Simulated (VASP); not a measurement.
BAs, 2 atoms in the cell. Symmetry: F-43m, No. 216, cubic system. The conventional cell has a = 4.871 Å, b = 4.871 Å, c = 4.871 Å, α = 90.00°, β = 90.00°, γ = 90.00°. B (site symmetry -43m) has 4 As at 2.11 Å within 2.8 Å. As (site symmetry -43m) has 4 B at 2.11 Å within 2.8 Å.  This cell differs from its parent crystal: volume scaled by 1.040.

| Item | Value |
| --- | --- |
| Program | VASP 6.6.1 |
| Task | single point |
| Functional | PBE |
| Potentials or basis | VASP PAW PBE potentials, release 64 (B, As) |
| Cutoff | 520 eV |
| k mesh | 12 × 12 × 12 |
| Occupations | gaussian, width 0.05 eV |
| Spin | no spin polarisation |
| Dipole correction | no |
| Further INCAR settings | ALGO = Normal; EDIFF = 1e-06; NBANDS = 11 |

Potentials or basis: VASP PAW PBE potentials, release 64 (B, As).

Command:

```console
$ cat potpaw_PBE.64/B/POTCAR potpaw_PBE.64/As/POTCAR > POTCAR
$ mpirun -np 1 vasp_std > vasp.out
```

Hardware: 1 thread of Intel Xeon 6975P-C, with other jobs on the host.

**Question.** How long does it take, and how much memory?

**Answer.** Wall time 46 s on 1 thread of Intel Xeon 6975P-C, with other jobs on the host, peak memory 0.17 GiB. Counts: scf iterations 12, k points 72.
